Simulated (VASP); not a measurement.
# MnSi (P2_13) in VASP: notebook

Runs on MnSi. Level: PBE. Tasks: single point, relaxation of cell and atoms.

Program: VASP 6.6.1. These are calculated values, not measurements. Logs are shortened: lines on timing, memory, paths and dates and some standing lists are left out, and cuts for length are marked.

**1. The cell of the first run**

Symmetry: P2_13, No. 198, cubic system. The conventional cell has a = 4.497 Å, b = 4.497 Å, c = 4.497 Å, α = 90.00°, β = 90.00°, γ = 90.00°. Within 3.0 Å of Mn (site symmetry 3) lie 7 Si at 2.27 to 2.51 Å and 6 Mn at 2.76 Å. Si (site symmetry 3) has 7 Mn at 2.27 to 2.51 Å and 6 Si at 2.78 Å within 3.0 Å.

**2. Single point, PBE**

File INCAR:

```
PREC = Accurate
ENCUT = 520
EDIFF = 1E-6
ISMEAR = 0
SIGMA = 0.05
LREAL = F
LASPH = T
NELM = 100
ALGO = Normal
ISIF = 2
LWAVE = F
LCHARG = T
GGA = PE
LELF = T
LVHAR = T
NBANDS = 44
```

File KPOINTS:

```
regular mesh
0
Gamma
  8 8 8
```

File POSCAR:

```
MnSi
1.0
    4.4973380656      0.0000000000      0.0000000000
    0.0000000000      4.4973380656      0.0000000000
    0.0000000000      0.0000000000      4.4973380656
Mn Si
4 4
Direct
    0.1371854638      0.1371854638      0.1371854638
    0.3628145362      0.8628145362      0.6371854638
    0.6371854638      0.3628145362      0.8628145362
    0.8628145362      0.6371854638      0.3628145362
    0.8456431427      0.8456431427      0.8456431427
    0.6543568573      0.1543568573      0.3456431427
    0.3456431427      0.6543568573      0.1543568573
    0.1543568573      0.3456431427      0.6543568573
```

Potentials or basis: VASP PAW PBE potentials, release 64 (Mn_pv, Si).

The run is started by

```sh
$ cat potpaw_PBE.64/Mn_pv/POTCAR potpaw_PBE.64/Si/POTCAR > POTCAR
$ mpirun -np 1 vasp_std > vasp.out
```

OUTCAR:

```text
PREC = Accurate
   ENCUT = 520
   EDIFF = 1E-6
   ISMEAR = 0
   LREAL = F
   LASPH = T
   NELM = 100
   ISIF = 2
   GGA = PE

 ion  position               nearest neighbor table
   1  0.137  0.137  0.137-   5 2.27   6 2.37   7 2.37   8 2.37   8 2.51   7 2.51   6 2.51   3 2.76
                             4 2.76   2 2.76   2 2.76   4 2.76   3 2.76
   2  0.363  0.863  0.637-   6 2.27   5 2.37   7 2.37   8 2.37   7 2.51   8 2.51   5 2.51   1 2.76
                             1 2.76   3 2.76   3 2.76   4 2.76   4 2.76
   3  0.637  0.363  0.863-   7 2.27   6 2.37   5 2.37   8 2.37   6 2.51   8 2.51   5 2.51   1 2.76
                             4 2.76   2 2.76   2 2.76   4 2.76   1 2.76
   4  0.863  0.637  0.363-   8 2.27   6 2.37   7 2.37   5 2.37   5 2.51   6 2.51   7 2.51   1 2.76
                             3 2.76   2 2.76   1 2.76   2 2.76   3 2.76
   5  0.846  0.846  0.846-   1 2.27   2 2.37   3 2.37   4 2.37   4 2.51   3 2.51   2 2.51   6 2.78
                             7 2.78   8 2.78   6 2.78   8 2.78   7 2.78
   6  0.654  0.154  0.346-   2 2.27   1 2.37   3 2.37   4 2.37   3 2.51   4 2.51   1 2.51   8 2.78
                             5 2.78   5 2.78   7 2.78   7 2.78   8 2.78
   7  0.346  0.654  0.154-   3 2.27   2 2.37   1 2.37   4 2.37   2 2.51   4 2.51   1 2.51   8 2.78
                             5 2.78   8 2.78   6 2.78   6 2.78   5 2.78
   8  0.154  0.346  0.654-   4 2.27   2 2.37   3 2.37   1 2.37   1 2.51   2 2.51   3 2.51   7 2.78
                             5 2.78   7 2.78   5 2.78   6 2.78   6 2.78

  LATTYP: Found a simple cubic cell.
 ALAT       =     4.4973380656

  Lattice vectors:

 A1 = (   4.4973380656,   0.0000000000,   0.0000000000)
 A2 = (   0.0000000000,   4.4973380656,   0.0000000000)
 A3 = (   0.0000000000,   0.0000000000,   4.4973380656)

Analysis of symmetry for initial positions (statically):
=====================================================================
 Subroutine PRICEL returns:
 Original cell was already a primitive cell.

 Routine SETGRP: Setting up the symmetry group for a
 simple cubic supercell.

 Subroutine GETGRP returns: Found 12 space group operations
 (whereof  3 operations were pure point group operations)
 out of a pool of 48 trial point group operations.

The static configuration has the point symmetry C_3 .
 The point group associated with its full space group is T   .

Analysis of symmetry for dynamics (positions and initial velocities):
=====================================================================
 Subroutine PRICEL returns:
 Original cell was already a primitive cell.

 Routine SETGRP: Setting up the symmetry group for a
 simple cubic supercell.

 Subroutine GETGRP returns: Found 12 space group operations
 (whereof  3 operations were pure point group operations)
[... 121 lines left out ...]
   ISIF   =      2    stress and relaxation
   ISYM   =      2    0-nonsym 1-usesym 2-fastsym
   POTIM  = 0.5000    time-step for ionic-motion
   TEBEG  =    0.0;   TEEND  =   0.0 temperature during run
   PSTRESS=    0.0 pullay stress
   NELECT =      68.0000    total number of electrons
   NUPDOWN=      -1.0000    fix difference up-down
   EMIN   =  10.00;   EMAX   =-10.00  energy-range for DOS
   EFERMI =   0.00;   METHOD = LEGACY
   ISMEAR =     0;   SIGMA  =   0.05  broadening in eV -4-tet -1-fermi 0-gaus
   EFERMI_NEDOS =   21; number of points for ismear=-14 and -15
   IALGO  =     38    algorithm
   IMIX   =      4    mixing-type and parameters
     AMIX     =   0.40;   BMIX     =  1.00
     AMIX_MAG =   1.60;   BMIX_MAG =  1.00
  volume/ion in A,a.u.               =      11.37        76.73
  Fermi-wavevector in a.u.,A,eV,Ry     =   1.485784  2.807724 30.035586  2.207553
  Thomas-Fermi vector in A             =   2.599152
   LORBIT       =      0    0 simple, 1 ext, 2 COOP (PROOUT), +10 PAW based schemes
   GGA     = PE    functional components
   LHFCALC =     F    Hartree Fock is set to
   AEXX    =    0.0000 exact exchange contribution
   IVDW    =     0    specifies the selected vdW correction
   LEPSILON=     F    determine dielectric tensor
   LRPA    =     F    only Hartree local field effects (RPA)
 non-spin polarized calculation
 Gauss-broadening in eV      SIGMA  =   0.05
  energy-cutoff  :      520.00
  volume of cell :       90.96
 maximum number of plane-waves:      2469
 NGX is ok and might be reduce to    36
   NGX = 17   NGY = 17   NGZ = 17

 number of electron      68.0000038 magnetization

 Free energy of the ion-electron system (eV)
  ---------------------------------------------------
  ext. energy  EPLUGINS =         0.00000000
  ---------------------------------------------------
  free energy    TOTEN  =       -61.20488254 eV

  energy without entropy =      -61.19281147  energy(sigma->0) =      -61.19884700

 E-fermi :  11.2331     XC(G=0): -12.8958

 val. band max:       11.2217523244   @ k =   0.1250   0.1250   0.1250
 cond. band min:      11.2339928171   @ k =   0.2500   0.0000   0.0000
 fundamental gap:      0.0122404927
 Fermi energy:        11.2331488022

 k-point     1 :       0.0000    0.0000    0.0000
  band No.  band energies     occupation
      1     -36.5416      2.00000
      2     -36.5416      2.00000
      3     -36.5416      2.00000
      4     -36.4960      2.00000
      5     -36.4960      2.00000
      6     -36.4960      2.00000
[... 1117 lines left out ...]
     43      15.1630      0.00000
     44      15.5180      0.00000

 [... further k-points ...]
[... 5 lines left out ...]
  --------------------------------------------------------------------------------------
  -------------------------------------------------------------------------------------
  Total       -0.0267000     -0.0267000     -0.0267000     -0.0000000     -0.0000000     -0.0000000
  in kB       -0.4702791     -0.4702791     -0.4702791     -0.0000000     -0.0000000     -0.0000000
  external PRESSURE =      -0.4702791 kB  Pullay stress =       0.0000000 kB

 VOLUME and BASIS-vectors are now :
 -----------------------------------------------------------------------------
  energy-cutoff  :      520.00
  volume of cell :       90.96
      direct lattice vectors                 reciprocal lattice vectors
     4.497338066  0.000000000  0.000000000     0.222353754  0.000000000  0.000000000
     0.000000000  4.497338066  0.000000000     0.000000000  0.222353754  0.000000000
     0.000000000  0.000000000  4.497338066     0.000000000  0.000000000  0.222353754

 POSITION                                       TOTAL-FORCE (eV/Angst)
 -----------------------------------------------------------------------------------
      0.61697      0.61697      0.61697         0.006489      0.006489      0.006489
      1.63170      3.88037      2.86564        -0.006489     -0.006489      0.006489
      2.86564      1.63170      3.88037         0.006489     -0.006489     -0.006489
      3.88037      2.86564      1.63170        -0.006489      0.006489     -0.006489
      3.80314      3.80314      3.80314        -0.001423     -0.001423     -0.001423
      2.94286      0.69419      1.55447         0.001423      0.001423     -0.001423
      1.55447      2.94286      0.69419        -0.001423      0.001423      0.001423
      0.69419      1.55447      2.94286         0.001423     -0.001423      0.001423
 -----------------------------------------------------------------------------------
    total drift:                               -0.000001     -0.000001      0.000000

  FREE ENERGIE OF THE ION-ELECTRON SYSTEM (eV)
  ---------------------------------------------------
  free  energy   TOTEN  =       -61.2048825363 eV

  energy  without entropy=      -61.1928114724  energy(sigma->0) =      -61.19884700
```

stdout:

```text
POSCAR found type information on POSCAR MnSi
 POSCAR found :  2 types and       8 ions
 scaLAPACK will be used
 LDA part: xc-table for (Slater+PW92), standard interpolation
 POSCAR, INCAR and KPOINTS ok, starting setup
 FFT: planning ... GRIDC
 FFT: planning ... GRID_SOFT
 FFT: planning ... GRID
 WAVECAR not read
 entering main loop
```

It took 2.6 min on 1 thread of AMD EPYC 9R45 (Zen 5), shared host; peak memory 0.25 GiB.

What came out:

| Quantity | Value |
| --- | --- |
| Free energy | -61.2049 eV |
| Pressure | 0.0 GPa |
| Largest force | 0.011 eV/Å |
| Band gap on the k mesh | zero (band 34 reaches 11.57 eV, above the bottom of band 35 at 11.08 eV) |

Forces in eV/Å, atoms in the order of the input:
```
Mn   0.006  0.006  0.006
Mn  -0.006 -0.006  0.006
Mn   0.006 -0.006 -0.006
Mn  -0.006  0.006 -0.006
Si  -0.001 -0.001 -0.001
Si   0.001  0.001 -0.001
Si  -0.001  0.001  0.001
Si   0.001 -0.001  0.001
```

**3. Relaxation of cell and atoms, PBE**

This run uses another cell than the first one, of 11.76 Å³/atom, 1.034 times its volume.

File INCAR:

```
SYSTEM = MnSi
PREC     = Accurate       ! precision mode
ENCUT    = 600            ! plane-wave cutoff, eV
EDIFF    = 1E-6           ! SCF threshold, eV
ISMEAR   = 0              ! smearing method
SIGMA    = 0.05           ! smearing width, eV
LREAL    = .FALSE.        ! projectors in reciprocal space
LASPH    = .TRUE.         ! aspherical terms in the spheres
NELM     = 100            ! most SCF steps
ALGO     = Normal         ! electronic algorithm
ISIF     = 3              ! what is computed and relaxed
LWAVE    = .FALSE.        ! write WAVECAR
LCHARG   = .FALSE.        ! write CHGCAR
GGA      = PE             ! functional
IBRION   = 2              ! ionic algorithm
NSW      = 80             ! ionic steps
EDIFFG   = -0.01          ! ionic threshold
```

File KPOINTS:

```
Automatic mesh
0
G
  8 8 8
  0 0 0
```

File POSCAR:

```
MnSi
1.0
    4.5480000000      0.0000000000      0.0000000000
    0.0000000000      4.5480000000      0.0000000000
    0.0000000000      0.0000000000      4.5480000000
Mn Si
4 4
Direct
    0.1380000000      0.1380000000      0.1380000000
    0.3620000000      0.8620000000      0.6380000000
    0.6380000000      0.3620000000      0.8620000000
    0.8620000000      0.6380000000      0.3620000000
    0.8460000000      0.8460000000      0.8460000000
    0.6540000000      0.1540000000      0.3460000000
    0.3460000000      0.6540000000      0.1540000000
    0.1540000000      0.3460000000      0.6540000000
```

Potentials or basis: VASP PAW PBE potentials, release 64 (Mn_pv, Si).

The run is started by

```sh
$ cat potpaw_PBE.64/Mn_pv/POTCAR potpaw_PBE.64/Si/POTCAR > POTCAR
$ mpirun -np 1 vasp_std > vasp.out
```

OUTCAR:

```text
SYSTEM = MnSi
   PREC = Accurate
   ENCUT = 600
   EDIFF = 1E-6
   ISMEAR = 0
   LREAL = .FALSE.
   LASPH = .TRUE.
   NELM = 100
   ISIF = 3
   GGA = PE
   IBRION = 2
   NSW = 80
   EDIFFG = -0.01

 ion  position               nearest neighbor table
   1  0.138  0.138  0.138-   5 2.30   6 2.40   7 2.40   8 2.40   7 2.53   8 2.53   6 2.53   3 2.79
                             4 2.79   2 2.79   2 2.79   4 2.79   3 2.79
   2  0.362  0.862  0.638-   6 2.30   5 2.40   7 2.40   8 2.40   7 2.53   8 2.53   5 2.53   1 2.79
                             1 2.79   3 2.79   3 2.79   4 2.79   4 2.79
   3  0.638  0.362  0.862-   7 2.30   6 2.40   5 2.40   8 2.40   8 2.53   6 2.53   5 2.53   1 2.79
                             4 2.79   2 2.79   2 2.79   4 2.79   1 2.79
   4  0.862  0.638  0.362-   8 2.30   6 2.40   7 2.40   5 2.40   6 2.53   5 2.53   7 2.53   1 2.79
                             3 2.79   2 2.79   1 2.79   2 2.79   3 2.79
[... 547 lines left out ...]
  ext. energy  EPLUGINS =         0.00000000
  ---------------------------------------------------
  free energy    TOTEN  =       -61.20580931 eV

  energy without entropy =      -61.19374209  energy(sigma->0) =      -61.19977570

 E-fermi :  11.2379     XC(G=0): -12.8976

 val. band max:       11.2263305565   @ k =  -0.3750   0.5000   0.2500
 cond. band min:      11.2386576633   @ k =   0.2500   0.0000   0.0000
 fundamental gap:      0.0123271068
 Fermi energy:        11.2378546960

 k-point     1 :       0.0000    0.0000    0.0000
  band No.  band energies     occupation
      1     -36.5370      2.00000
      2     -36.5370      2.00000
      3     -36.5370      2.00000
      4     -36.4912      2.00000
      5     -36.4912      2.00000
      6     -36.4912      2.00000
[... 1021 lines left out ...]
     39      13.2897      0.00000
     40      13.8590      0.00000

 [... further k-points ...]
[... 5 lines left out ...]
  --------------------------------------------------------------------------------------
  -------------------------------------------------------------------------------------
  Total        0.0008535      0.0008535      0.0008535     -0.0000000      0.0000000     -0.0000000
  in kB        0.0150385      0.0150385      0.0150385     -0.0000000      0.0000000     -0.0000000
  external PRESSURE =       0.0150385 kB  Pullay stress =       0.0000000 kB
[... 23 lines left out ...]
  FREE ENERGIE OF THE ION-ELECTRON SYSTEM (eV)
  ---------------------------------------------------
  free  energy   TOTEN  =       -61.2058093146 eV

  energy  without entropy=      -61.1937420887  energy(sigma->0) =      -61.19977570

 reached required accuracy - stopping structural energy minimisation
```

CONTCAR:

```text
MnSi
   1.00000000000000
     4.4968219495023920   -0.0000000000000000   -0.0000000000000000
    -0.0000000000000000    4.4968219495023920    0.0000000000000000
    -0.0000000000000000    0.0000000000000000    4.4968219495023920
  Mn              Si
     4     4
Direct
     0.1372742195792409    0.1372742195792409    0.1372742195792409
     0.3627257804207591    0.8627257804207591    0.6372742195792409
     0.6372742195792409    0.3627257804207591    0.8627257804207591
     0.8627257804207591    0.6372742195792409    0.3627257804207591
     0.8456142475664032    0.8456142475664032    0.8456142475664032
     0.6543857524335968    0.1543857524335968    0.3456142475664032
     0.3456142475664032    0.6543857524335968    0.1543857524335968
     0.1543857524335968    0.3456142475664032    0.6543857524335968

  0.00000000E+00  0.00000000E+00  0.00000000E+00
  0.00000000E+00  0.00000000E+00  0.00000000E+00
  0.00000000E+00  0.00000000E+00  0.00000000E+00
  0.00000000E+00  0.00000000E+00  0.00000000E+00
  0.00000000E+00  0.00000000E+00  0.00000000E+00
  0.00000000E+00  0.00000000E+00  0.00000000E+00
  0.00000000E+00  0.00000000E+00  0.00000000E+00
  0.00000000E+00  0.00000000E+00  0.00000000E+00
```

It took 15 min on 1 thread of AMD EPYC 9R45 (Zen 5), shared host; peak memory 0.28 GiB.

Results:

| Property | Result |
| --- | --- |
| Free energy | -61.2058 eV |
| Relaxed volume | 11.37 Å³/atom |
| Relaxed cell | a = 4.497 Å, b = 4.497 Å, c = 4.497 Å, α = 90.00°, β = 90.00°, γ = 90.00° |
| Space group after relaxing (to 0.05 Å) | P2_13 (No. 198) |
| Energy gained by relaxing | 9.5 meV/atom |
| Ionic steps | 9 |
| Pressure after relaxing | 0.0 GPa |
| Largest force after relaxing | 0.003 eV/Å |
| Band gap on the k mesh | zero (band 34 reaches 11.57 eV, above the bottom of band 35 at 11.09 eV) |

Forces on the atoms (eV/Å):
```
Mn   0.000  0.000  0.000
Mn   0.000  0.000  0.000
Mn   0.000  0.000  0.000
Mn   0.000  0.000  0.000
Si   0.002  0.002  0.002
Si  -0.002 -0.002  0.002
Si   0.002 -0.002 -0.002
Si  -0.002  0.002 -0.002
```

Step by step:
| step | energy change (eV) | largest force (eV/Å) | pressure (GPa) | volume (Å³) |
| --- | --- | --- | --- | --- |
| 1 | 0.0000 | 0.1973 | -7.24 | 94.07 |
| 2 | 0.0541 | 0.2453 | 11.01 | 87.02 |
| 3 | -0.0759 | 0.0242 | -0.08 | 90.92 |
| 4 | -0.0759 | 0.0235 | 0.16 | 90.86 |
| 5 | -0.0759 | 0.0124 | -0.12 | 90.99 |
| 6 | -0.0759 | 0.0147 | -0.07 | 90.95 |
| 7 | -0.0759 | 0.0129 | -0.17 | 90.98 |
| 8 | -0.0759 | 0.0145 | -0.12 | 90.96 |
| 9 | -0.0760 | 0.0033 | 0.00 | 90.93 |

Final structure:
```xyz
8
Lattice="4.4968 0.0000 0.0000 0.0000 4.4968 0.0000 0.0000 0.0000 4.4968" Properties=species:S:1:pos:R:3 pbc="T T T"
Mn    0.6173    0.6173    0.6173
Mn    1.6311    3.8795    2.8657
Mn    2.8657    1.6311    3.8795
Mn    3.8795    2.8657    1.6311
Si    3.8026    3.8026    3.8026
Si    2.9427    0.6942    1.5542
Si    1.5542    2.9427    0.6942
Si    0.6942    1.5542    2.9427
```

Levels at points of the mesh, in eV from the Fermi level:
```csv
k point,band 32,band 33,band 34,band 35,band 36,band 37
"(0.00, 0.00, 0.00)",0.20,0.20,0.20,0.37,0.37,1.28
"(0.50, 0.00, 0.00)",-0.78,0.03,0.03,0.46,0.46,0.75
"(0.50, 0.50, 0.00)",-0.83,-0.59,-0.59,0.05,0.05,1.20
"(0.50, 0.50, 0.50)",-0.40,-0.15,-0.15,-0.15,-0.15,1.03
```

Spin polarisation is off, so any magnetic state and its effect on volume and gap are missing.

**4. Single point, PBE (volume scaled by 0.960)**

File INCAR:

```
SYSTEM = MnSi
  ALGO = Normal
  EDIFF = 1E-6
  ENCUT = 520
  GGA = PE
  ISIF = 2
  ISMEAR = 0
  LASPH = .True.
  LCHARG = .False.
  LREAL = .False.
  LWAVE = .False.
  NBANDS = 44
  NELM = 100
  PREC = Accurate
  SIGMA = 0.05
```

File KPOINTS:

```
k-points
0
Gamma
  8 8 8
  0 0 0
```

File POSCAR:

```
MnSi
1.0
    4.4365557759      0.0000000000      0.0000000000
    0.0000000000      4.4365557759      0.0000000000
    0.0000000000      0.0000000000      4.4365557759
Mn Si
4 4
Direct
    0.1383382989      0.1383382989      0.1383382989
    0.3616617011      0.8616617011      0.6383382989
    0.6383382989      0.3616617011      0.8616617011
    0.8616617011      0.6383382989      0.3616617011
    0.8460097458      0.8460097458      0.8460097458
    0.6539902542      0.1539902542      0.3460097458
    0.3460097458      0.6539902542      0.1539902542
    0.1539902542      0.3460097458      0.6539902542
```

The run is started by

```sh
$ cat potpaw_PBE.64/Mn_pv/POTCAR potpaw_PBE.64/Si/POTCAR > POTCAR
$ mpirun -np 1 vasp_std > vasp.out
```

Run time: 2.1 min. Hardware: 1 thread of Intel Xeon Platinum 8259CL at 2.50GHz (Skylake/Cascade Lake), shared host; peak memory 0.28 GiB.

The run converged. Its results:

| Property | Result |
| --- | --- |
| Free energy | -61.0984 eV |
| Pressure | 9.7 GPa |
| Largest force | 0.013 eV/Å |
| Band gap on the k mesh | zero (band 34 reaches 12.17 eV, above the bottom of band 35 at 11.65 eV) |

Forces on the atoms (eV/Å):
```
Mn   0.008  0.008  0.008
Mn  -0.008 -0.008  0.008
Mn   0.008 -0.008 -0.008
Mn  -0.008  0.008 -0.008
Si   0.000  0.000  0.000
Si   0.000  0.000  0.000
Si   0.000  0.000  0.000
Si   0.000  0.000  0.000
```

Levels at points of the mesh, in eV from the Fermi level:
| k point | band 31 | band 32 | band 33 | band 34 | band 35 | band 36 | band 37 | band 38 |
| --- | --- | --- | --- | --- | --- | --- | --- | --- |
| (0.00, 0.00, 0.00) | -1.69 | 0.21 | 0.21 | 0.21 | 0.39 | 0.39 | 1.36 | 1.36 |
| (0.50, 0.00, 0.00) | -0.84 | -0.84 | 0.03 | 0.03 | 0.49 | 0.49 | 0.79 | 0.79 |
| (0.50, 0.50, 0.00) | -0.89 | -0.89 | -0.61 | -0.61 | 0.05 | 0.05 | 1.27 | 1.27 |
| (0.50, 0.50, 0.50) | -0.42 | -0.42 | -0.17 | -0.17 | -0.17 | -0.17 | 1.09 | 1.09 |

Caveat: the cell differs from its parent crystal (volume scaled by 0.960). Spin polarisation is off, so any magnetic state and its effect on volume and gap are missing.

**5. Overview**

```csv
task,cell,cutoff (eV),gap on the mesh (eV),pressure (GPa),largest force (eV/Å)
single point,"a = 4.497 Å, 8 atoms",520,none,0.0,0.01
relaxation of cell and atoms,"relaxed from a = 4.548 Å, 8 atoms",600,none,0.0,-
single point,"a = 4.437 Å, 8 atoms",520,none,9.7,0.01
```

Alike in all rows: level PBE; potentials or basis VASP PAW PBE potentials, release 64 (Mn_pv, Si); no spin polarisation; k mesh 8 × 8 × 8; smearing gaussian 0.05 eV.

Total energies depend on the potentials used, so only differences within one code and one set of settings carry meaning.
